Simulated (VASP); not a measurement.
A run of VASP 6.6.1:

File POSCAR:

```
BaS
1.0
    0.0000000000      3.2117958739      3.2117958739
    3.3402677089      0.0000000000      3.2117958739
    3.3402677089      3.2117958739      0.0000000000
Ba S
1 1
Direct
    0.0000000000      0.0000000000      0.0000000000
    0.5000000000      0.5000000000      0.5000000000
```

File INCAR.step1:

```
SYSTEM = BaS
ALGO     = Normal         ! electronic algorithm
EDIFF    = 1E-4           ! SCF threshold, eV
ENCUT    = 520            ! plane-wave cutoff, eV
GGA      = PE             ! functional
ISMEAR   = 0              ! smearing method
LASPH    = .True.         ! aspherical terms in the spheres
LCHARG   = .False.        ! write CHGCAR
LREAL    = .False.        ! projectors in reciprocal space
LWAVE    = .True.         ! write WAVECAR
NBANDS   = 15             ! bands
NELM     = 80             ! most SCF steps
PREC     = Accurate       ! precision mode
SIGMA    = 0.01           ! smearing width, eV
```

INCAR.step2

```
SYSTEM = BaS
ALGO     = Normal         ! electronic algorithm
EDIFF    = 1E-6           ! SCF threshold, eV
ENCUT    = 520            ! plane-wave cutoff, eV
ISIF     = 2              ! what is computed and relaxed
ISMEAR   = 0              ! smearing method
ISTART   = 1            
LASPH    = .True.         ! aspherical terms in the spheres
LCHARG   = .False.        ! write CHGCAR
LMIXTAU  = .True.       
LREAL    = .False.        ! projectors in reciprocal space
LWAVE    = .False.        ! write WAVECAR
METAGGA  = R2SCAN         ! meta-GGA
NBANDS   = 15             ! bands
NELM     = 80             ! most SCF steps
PREC     = Accurate       ! precision mode
SIGMA    = 0.01           ! smearing width, eV
```

File KPOINTS:

```
k-points
0
Gamma
  8 8 8
  0 0 0
```

Potentials or basis: VASP PAW PBE potentials, release 64 (Ba_sv, S).

Run with:

```sh
$ cat potpaw_PBE.64/Ba_sv/POTCAR potpaw_PBE.64/S/POTCAR > POTCAR
$ cp INCAR.step1 INCAR
$ mpirun -np 1 vasp_std > vasp.out
$ cp INCAR.step2 INCAR
$ mpirun -np 1 vasp_std > vasp.out
```

Hardware: 1 thread of Intel(R) Xeon(R) 6975P-C (Granite Rapids) (shared host).

How long does it take, and how much memory?

Run time: 99 s on 1 thread of Intel(R) Xeon(R) 6975P-C (Granite Rapids), with other jobs on the host, peak memory 0.25 GiB. Counts: k points 59.
